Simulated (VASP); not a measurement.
Set up this calculation in VASP 6.6.1, as the native input.

- Task: single point
- Functional: HSE06
- Potentials or basis: VASP PAW PBE potentials, release 64 (B, As)
- Cutoff: 520 eV
- k mesh: 6 × 6 × 6
- Occupations: gaussian, width 0.01 eV
- Spin: no spin polarisation
- Dipole correction: no
- Grid for exact exchange (PRECFOCK): Normal
- Further INCAR settings: ALGO = Normal; EDIFF = 1e-07; NBANDS = 11
- Share of exact exchange: 0.25
- Screening parameter: 0.2079 1/Å

BAs:

```
CELL_PARAMETERS angstrom
0.00000 2.48754 2.34743
2.48754 0.00000 2.34743
2.48754 2.48754 0.00000
ATOMIC_POSITIONS crystal
B 0.00000 0.00000 0.00000
As 0.25000 0.25000 0.25000
```

This cell differs from its parent crystal: epitaxial xy strain +4.0%.

The input as run:

POSCAR

```
BAs
1.0
    0.0000000000      2.4875423082      2.3474255164
    2.4875423082      0.0000000000      2.3474255164
    2.4875423082      2.4875423082      0.0000000000
B As
1 1
Direct
    0.0000000000      0.0000000000      0.0000000000
    0.2500000000      0.2500000000      0.2500000000
```

INCAR.step1

```
SYSTEM = BAs
  PREC = Accurate
  ENCUT = 520
  EDIFF = 1E-5
  ISMEAR = 0
  SIGMA = 0.01
  LREAL = .FALSE.
  LASPH = .TRUE.
  NELM = 60
  ALGO = Normal
  ISIF = 2
  LWAVE = .TRUE.
  LCHARG = .FALSE.
  NBANDS = 11
  GGA = PE
```

INCAR.step2

```
SYSTEM = BAs
  PREC = Accurate
  ENCUT = 520
  EDIFF = 1E-7
  ISMEAR = 0
  SIGMA = 0.01
  LREAL = .FALSE.
  LASPH = .TRUE.
  NELM = 60
  ALGO = Normal
  ISIF = 2
  LWAVE = .FALSE.
  LCHARG = .FALSE.
  GGA = PE
  LHFCALC = .TRUE.
  HFSCREEN = 0.2079
  PRECFOCK = Normal
  NBANDS = 11
  ISTART = 1
```

KPOINTS

```
regular mesh
0
G
  6 6 6
  0 0 0
```

Potentials or basis: VASP PAW PBE potentials, release 64 (B, As).

Launch:

```sh
$ cat potpaw_PBE.64/B/POTCAR potpaw_PBE.64/As/POTCAR > POTCAR
$ cp INCAR.step1 INCAR
$ mpirun -np 1 vasp_std > vasp.out
$ cp INCAR.step2 INCAR
$ mpirun -np 1 vasp_std > vasp.out
```

Results of the run:

```yaml
Pressure: -8.7 GPa
Band_gap_on_the_k_mesh: 1.15 eV (least direct gap 3.44 eV)
```

Caveat: the cell differs from its parent crystal (epitaxial xy strain +4.0%); the cell stands under tension; the PAW data sets were made with another functional, which shifts forces and pressure a little.

Wall time 7.9 min on 1 thread of Intel(R) Xeon(R) 6975P-C (Granite Rapids), on a shared host, peak memory 0.27 GiB.
